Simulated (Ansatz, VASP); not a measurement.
**Two plane-wave programs on TePb**

```
CELL_PARAMETERS angstrom
-0.09134 3.26784 3.26784
3.26784 -0.09134 3.26784
3.17650 3.17650 0.00000
ATOMIC_POSITIONS crystal
Pb 0.00000 0.00000 0.00000
Te 0.50000 0.50000 0.50000
```

Change from the starting cell: shear_xy strain -5.6%.

Alike in both runs: task single point; functional PBE; k mesh 8 × 8 × 8; occupations fermi-dirac, width 0.02 eV; no spin polarisation.

```csv
,VASP,Ansatz
version,VASP 6.6.1,Ansatz 0.2.0
potentials or method,"VASP PAW PBE potentials, release 64 (Pb_d, Te)","plane waves, PAW"
plane-wave cutoff (eV),520,420
valence electrons in the cell,20,30
```

|  | VASP | Ansatz | Ansatz less VASP |
| --- | --- | --- | --- |
| pressure (GPa) | 0.6 | 0.6 | +0.04 |
| traceless stress, the component that is largest in VASP (GPa) | 0.79 | 0.79 | 0.000 |

VASP's potentials hold 20 valence electrons a cell and Ansatz's 30, so a difference there can come from the potentials and not from the codes.

Neither program's run includes spin-orbit coupling.
